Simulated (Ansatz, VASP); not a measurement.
BP in VASP and in Ansatz

Contents of POSCAR:

```
BP
1.0
    0.0000000000      2.3363148189      2.2342428123
    2.3363148189      0.0000000000      2.2342428123
    2.3363148189      2.3363148189      0.0000000000
B P
1 1
Direct
    0.0000000000      0.0000000000      0.0000000000
    0.7500000000      0.7500000000      0.7500000000
```

Contents of INCAR.step1:

```
SYSTEM = BP
  ALGO = Normal
  EDIFF = 1E-4
  ENCUT = 520
  GGA = PE
  ISMEAR = 0
  LASPH = .TRUE.
  LCHARG = .FALSE.
  LREAL = .FALSE.
  LWAVE = .TRUE.
  NBANDS = 11
  NELM = 60
  PREC = Accurate
  SIGMA = 0.05
```

The input INCAR.step2:

```
SYSTEM = BP
  ALGO = Normal
  EDIFF = 1E-6
  ENCUT = 520
  ISIF = 2
  ISMEAR = 0
  ISTART = 1
  LASPH = .TRUE.
  LCHARG = .FALSE.
  LMIXTAU = .TRUE.
  LREAL = .FALSE.
  LWAVE = .FALSE.
  METAGGA = R2SCAN
  NBANDS = 11
  NELM = 60
  PREC = Accurate
  SIGMA = 0.05
```

KPOINTS

```
k-points
0
G
  10 10 10
  0 0 0
```

Input for Ansatz:

```yaml
crystal:
  lattice:
    - [0.0, 2.3363148189, 2.2342428123]
    - [2.3363148189, 0.0, 2.2342428123]
    - [2.3363148189, 2.3363148189, 0.0]
  atoms:
    - { symbol: B, position: [0.0, 0.0, 0.0] }
    - { symbol: P, position: [0.75, 0.75, 0.75] }
basis:
  ecutwfc: 500
kpoints:
  mp_grid: { grid: [10, 10, 10] }
hamiltonian:
  xc: r2scan
scf:
  occupations: { method: gaussian, width: 0.05 }
output:
  forces: true
  stress: true
  eigenvalues: true
```

Change from the starting cell: strain +0.030 along x and y, -0.015 along z, atoms carried along.

Alike in both runs: task single point; functional r2SCAN; k mesh 10 × 10 × 10; occupations gaussian, width 0.05 eV; no spin polarisation.

|  | VASP | Ansatz |
| --- | --- | --- |
| version | VASP 6.6.1 | Ansatz 0.2.0 |
| potentials or method | VASP PAW PBE potentials, release 64 (B, P), cutoff 520 eV | scalar-relativistic, plane waves, PAW |
| valence electrons in the cell | 8 | 8 |

|  | VASP | Ansatz | Ansatz less VASP |
| --- | --- | --- | --- |
| gap on the k mesh at the Fermi level (eV) | 0.82 | 0.79 | -0.028 |
| least direct gap on the mesh (eV) | 3.11 | 3.08 | -0.038 |
| pressure (GPa) | -7.3 | -6.9 | +0.47 |
| traceless stress, the component that is largest in VASP (GPa) | 7.78 | 7.75 | -0.036 |

VASP's potentials were made for PBE, not for r2SCAN.
